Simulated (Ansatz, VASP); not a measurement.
Two plane-wave programs on Pt

Contents of INCAR:

```
PREC = Accurate
ENCUT = 600
EDIFF = 1E-6
ISMEAR = 1
SIGMA = 0.1
LREAL = F
LASPH = T
NELM = 80
ALGO = Normal
ISIF = 3
LWAVE = F
LCHARG = F
IBRION = 2
NSW = 80
EDIFFG = -0.05
```

File KPOINTS:

```
Automatic mesh
0
Gamma
  14 14 7
```

Contents of POSCAR:

```
Pt
1.0
    2.7606660000      0.0000000000      0.0000000000
   -1.3803330000      2.3908070000      0.0000000000
    0.0000000000      0.0000000000      4.7921340000
Pt
2
Direct
    0.6666666667      0.3333333333      0.7500000000
    0.3333333333      0.6666666667      0.2500000000
```

Input for Ansatz:

```yaml
crystal:
  lattice:
    - [2.760666, 0.0, 0.0]
    - [-1.380333, 2.390807, 0.0]
    - [0.0, 0.0, 4.792134]
  atoms:
    - { symbol: Pt, position: [0.6666666666666666, 0.3333333333333333, 0.75] }
    - { symbol: Pt, position: [0.3333333333333333, 0.6666666666666666, 0.25] }
basis:
  ecutwfc: 450.0
kpoints:
  mp_grid:
    grid: [14, 14, 7]
hamiltonian:
  xc: lda
scf:
  occupations:
    method: methfessel_paxton
    width: 0.1
relax:
  f_tol: 0.05
  max_steps: 60
  cell: {}
```

Alike in both runs: task relaxation of cell and atoms; functional LDA; k mesh 14 × 14 × 7; occupations methfessel-paxton of order 1, width 0.1 eV; no spin polarisation.

|  | VASP | Ansatz |
| --- | --- | --- |
| version | VASP 6.6.1 | Ansatz 0.2.0 |
| potentials or method | VASP PAW LDA potentials, release 64 (Pt), cutoff 600 eV | plane waves, PAW |
| valence electrons in the cell | 20 | 36 |

Ansatz gave:

| Property | Result |
| --- | --- |
| relaxed volume (Å³/atom) | 14.84 |
| relaxed cell length with the largest relative difference (Å) | 2.709 |

Task: Estimate VASP's values.

Result: Relaxed volume (Å³/atom): 14.88; relaxed cell length with the largest relative difference (Å): 2.713.

LDA's correlation is that of Perdew and Zunger in VASP and of Perdew and Wang (1992) in Ansatz. VASP's potentials hold 20 valence electrons a cell and Ansatz's 36, so a difference there can come from the potentials and not from the codes.

Spin-orbit coupling is off throughout.
